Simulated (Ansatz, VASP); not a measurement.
# CdTe: VASP beside Ansatz

File INCAR:

```
SYSTEM = CdTe
ALGO     = Normal         ! electronic algorithm
EDIFF    = 1E-6           ! SCF threshold, eV
ENCUT    = 520            ! plane-wave cutoff, eV
GGA      = PE             ! functional
ISIF     = 2              ! what is computed and relaxed
ISMEAR   = 0              ! smearing method
LASPH    = .True.         ! aspherical terms in the spheres
LCHARG   = .False.        ! write CHGCAR
LREAL    = .False.        ! projectors in reciprocal space
LWAVE    = .False.        ! write WAVECAR
NBANDS   = 16             ! bands
NELM     = 60             ! most SCF steps
PREC     = Accurate       ! precision mode
SIGMA    = 0.1            ! smearing width, eV
```

The input KPOINTS:

```
k-points
0
Gamma
  6 6 6
  0 0 0
```

Contents of POSCAR:

```
CdTe
1.0
    0.0000000000      3.2821135562      3.2821135562
    3.2821135562      0.0000000000      3.2821135562
    3.2821135562      3.2821135562      0.0000000000
Cd Te
1 1
Direct
    0.0000000000      0.0000000000      0.0000000000
    0.2500000000      0.2500000000      0.2500000000
```

Input for Ansatz:

```yaml
crystal:
  lattice:
    - [0.0, 3.2821135562, 3.2821135562]
    - [3.2821135562, 0.0, 3.2821135562]
    - [3.2821135562, 3.2821135562, 0.0]
  atoms:
    - { symbol: Cd, position: [0.0, 0.0, 0.0] }
    - { symbol: Te, position: [0.25, 0.25, 0.25] }
basis:
  ecutwfc: 420
kpoints:
  mp_grid: { grid: [6, 6, 6] }
hamiltonian:
  xc: pbe
scf:
  occupations: { method: gaussian, width: 0.1 }
output:
  forces: true
  stress: true
  eigenvalues: true
```

Alike in both runs: task single point; functional PBE; k mesh 6 × 6 × 6; occupations gaussian, width 0.1 eV; no spin polarisation.

|  | VASP | Ansatz |
| --- | --- | --- |
| version | VASP 6.6.1 | Ansatz 0.2.0 |
| potentials or method | VASP PAW PBE potentials, release 64 (Cd, Te), cutoff 520 eV | scalar-relativistic, plane waves, PAW |
| valence electrons in the cell | 18 | 36 |

```csv
,VASP,Ansatz,Ansatz less VASP
gap on the k mesh at the Fermi level (eV),0.65,0.66,+0.002
least direct gap on the mesh (eV),0.65,0.66,+0.002
pressure (GPa),1.1,0.9,-0.12
```

The functional is the same, so the differences come from potentials, cutoffs and numerics. VASP's potentials hold 18 valence electrons a cell and Ansatz's 36, so a difference there can come from the potentials and not from the codes.

Spin-orbit coupling is off throughout.
